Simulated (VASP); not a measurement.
Here is a VASP 6.6.1 calculation.

File INCAR:

```
SYSTEM = Mn
PREC = Accurate ; ENCUT = 500
EDIFF = 1E-6 ; ISMEAR = -1
SIGMA = 0.05 ; LREAL = .False.
LASPH = .True. ; NELM = 200
ALGO = Normal ; ISIF = 2
LWAVE = .False. ; LCHARG = .False.
ISPIN = 2 ; MAGMOM = 0.918 -0.918
LORBIT = 11 ; LMAXMIX = 4
GGA = PS ; NBANDS = 24
GGA_COMPAT = .False.
```

Contents of KPOINTS:

```
Automatic mesh
0
Gamma
  14 14 10
  0 0 0
```

File POSCAR:

```
Mn
1.0
    2.5073525036      0.0000000000      0.0000000000
    0.0000000000      2.5073525036      0.0000000000
    0.0000000000      0.0000000000      3.4820486630
Mn
2
Direct
    0.0000000000      0.0000000000      0.0000000000
    0.5000000000      0.5000000000      0.5000000000
```

Potentials or basis: VASP PAW PBE potentials, release 64 (Mn_pv).

The run is started by

```sh
$ cat potpaw_PBE.64/Mn_pv/POTCAR > POTCAR
$ mpirun -np 1 vasp_std > vasp.out
```

Problem. What does it give for the net moment?

Solution. 0.00 μB per cell.

Problem. Predict the band gap on the k mesh.

Solution. Zero (filled and empty bands overlap).

Problem. What does it give for the pressure?

Solution. -5.8 GPa.

Stress tensor (GPa, compression positive):
```
-4.95  0.00  0.00
 0.00 -4.95  0.00
 0.00  0.00 -7.64
```

Caveat: the cell stands under tension; the antiferromagnetic order is the one typed at the start, and another may lie lower; the PAW data sets were made with another functional, which shifts forces and pressure a little.
